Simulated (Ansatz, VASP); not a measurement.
Two plane-wave programs on SiO2

```
Si O
1.0
    -2.47439    2.47439    3.65893
     2.47439   -2.47439    3.65893
     2.47439    2.47439   -3.65893
Si O
2 4
Direct
  0.00000 0.00000 0.00000
  0.75000 0.25000 0.50000
  0.37500 0.22246 0.34746
  0.97246 0.62500 0.84746
  0.77754 0.12500 0.15254
  0.87500 0.02754 0.65254
```

Alike in both runs: functional r2SCAN; k mesh 6 × 6 × 6; occupations gaussian, width 0.02 eV; no spin polarisation.

Ansatz relaxed the structure, and its values are those at the end. VASP's run is a single point on that final structure, the one shown.

|  | VASP | Ansatz |
| --- | --- | --- |
| version | VASP 6.6.1 | Ansatz 0.2.0 |
| potentials or method | VASP PAW PBE potentials, release 64 (Si, O), cutoff 520 eV | scalar-relativistic, plane waves, PAW |
| valence electrons in the cell | 32 | 32 |

```tsv
	VASP	Ansatz	Ansatz less VASP
gap on the k mesh at the Fermi level (eV)	6.55	6.55	+0.002
least direct gap on the mesh (eV)	6.55	6.55	+0.002
pressure (GPa)	0.2	0.0	-0.18
```

VASP's potentials were made for PBE, not for r2SCAN. The functional is the same, so the differences come from potentials, cutoffs and numerics.
